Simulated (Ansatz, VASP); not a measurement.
**Two plane-wave programs on ZnRe**

```
Re Zn
1.0
     2.74822    0.00000    0.00000
    -1.37411    2.38003    0.00000
     0.00000    0.00000    4.49407
Re Zn
1 1
Direct
  0.33333 0.66667 0.50000
  0.00000 0.00000 0.00000
```

Alike in both runs: functional PBE; k mesh 9 × 9 × 5; occupations fermi-dirac, width 0.05 eV; no spin polarisation.

```csv
,VASP,Ansatz
version,VASP 6.6.1,Ansatz 0.2.0
potentials or method,"VASP PAW PBE potentials, release 64 (Re_sv_GW, Zn)",Ansatz PAW
plane-wave cutoff (eV),500,420
valence electrons in the cell,27,27
task,single point,band structure
```

|  | VASP | Ansatz | Ansatz less VASP |
| --- | --- | --- | --- |
| gap on the k mesh at the Fermi level (eV) | none | none | - |
| pressure (GPa) | -2.1 | -1.3 | +0.78 |
| traceless stress, the component that is largest in VASP (GPa) | -0.86 | -1.04 | -0.178 |

A gap of «none» marks a metal or a gap that the smearing closes.

Spin-orbit coupling is off throughout.
